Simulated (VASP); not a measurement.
A run of VASP 6.6.1 is set up as follows.

Contents of INCAR:

```
PREC     = Accurate       # precision mode
ENCUT    = 600            # plane-wave cutoff, eV
EDIFF    = 1E-6           # SCF threshold, eV
ISMEAR   = 0              # smearing method
SIGMA    = 0.1            # smearing width, eV
LREAL    = F              # projectors in reciprocal space
LASPH    = T              # aspherical terms in the spheres
NELM     = 100            # most SCF steps
ALGO     = Normal         # electronic algorithm
ISIF     = 3              # what is computed and relaxed
LWAVE    = F              # write WAVECAR
LCHARG   = F              # write CHGCAR
GGA      = PE             # functional
IBRION   = 2              # ionic algorithm
NSW      = 90             # ionic steps
EDIFFG   = -0.04          # ionic threshold
```

The input KPOINTS:

```
Automatic mesh
0
Gamma
  4 4 4
```

Contents of POSCAR:

```
Te2P
1.0
    5.7242668588      0.0000000000      0.0000000000
    0.0000000000      5.7242668588      0.0000000000
    0.0000000000      0.0000000000      5.7242668588
Te P
4 2
Direct
    0.2500000000      0.2500000000      0.2500000000
    0.2500000000      0.7500000000      0.7500000000
    0.7500000000      0.7500000000      0.2500000000
    0.7500000000      0.2500000000      0.7500000000
    0.0000000000      0.0000000000      0.0000000000
    0.5000000000      0.5000000000      0.5000000000
```

Potentials or basis: VASP PAW PBE potentials, release 64 (Te, P).

Command:

```sh
$ cat potpaw_PBE.64/Te/POTCAR potpaw_PBE.64/P/POTCAR > POTCAR
$ mpirun -np 1 vasp_std > vasp.out
```

Q: Predict the space group after relaxing (to 0.05 Å).

A: Pn-3m (No. 224).

Q: Predict the band gap on the k mesh.

A: Zero (band 17 reaches 3.67 eV, above the bottom of band 18 at 2.92 eV).

Q: What does it give for the relaxed volume?

A: 34.71 Å³/atom.

Final structure:
```cif
data_structure
_symmetry_space_group_name_H-M 'P 1'
_symmetry_Int_Tables_number 1
_cell_length_a 5.9277
_cell_length_b 5.9277
_cell_length_c 5.9277
_cell_angle_alpha 90.000
_cell_angle_beta 90.000
_cell_angle_gamma 90.000
_cell_volume 208.28
loop_
_atom_site_label
_atom_site_type_symbol
_atom_site_fract_x
_atom_site_fract_y
_atom_site_fract_z
_atom_site_occupancy
Te1 Te 0.25000 0.25000 0.25000 1
Te2 Te 0.25000 0.75000 0.75000 1
Te3 Te 0.75000 0.75000 0.25000 1
Te4 Te 0.75000 0.25000 0.75000 1
P1 P 0.00000 0.00000 0.00000 1
P2 P 0.50000 0.50000 0.50000 1
```

Caveat: spin-orbit coupling is left out, which moves the levels of the heavy elements.
